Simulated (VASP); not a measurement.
A run of VASP 6.6.1 is set up as follows.

File INCAR:

```
SYSTEM = RbAgBr2
  PREC = Accurate
  ENCUT = 520
  EDIFF = 1E-7
  ISMEAR = 0
  SIGMA = 0.01
  LREAL = .FALSE.
  LASPH = .TRUE.
  NELM = 60
  ALGO = Normal
  ISIF = 2
  LWAVE = .FALSE.
  LCHARG = .TRUE.
  GGA = PE
  LELF = .TRUE.
  LVHAR = .TRUE.
  NBANDS = 25
```

File KPOINTS:

```
Automatic mesh
0
G
  6 6 4
  0 0 0
```

The input POSCAR:

```
RbAgBr2
1.0
    4.6236684164      0.0000000000      0.0000000000
    0.0000000000      4.6236684164      0.0000000000
    0.0000000000      0.0000000000      6.4967121403
Rb Br Ag
1 2 1
Direct
    0.0000000000      0.0000000000      0.0000000000
    0.0000000000      0.0000000000      0.5000000000
    0.5000000000      0.5000000000      0.0000000000
    0.5000000000      0.5000000000      0.5000000000
```

Potentials or basis: VASP PAW PBE potentials, release 64 (Rb_sv, Br, Ag).

Command:

```bash
$ cat potpaw_PBE.64/Rb_sv/POTCAR potpaw_PBE.64/Br/POTCAR potpaw_PBE.64/Ag/POTCAR > POTCAR
$ mpirun -np 1 vasp_std > vasp.out
```

**Question.** Estimate the pressure.

**Answer.** -0.5 GPa.

**Question.** What does it give for the band gap on the k mesh?

**Answer.** 1.23 eV (least direct gap 1.75 eV).

A k mesh can miss the band edges.
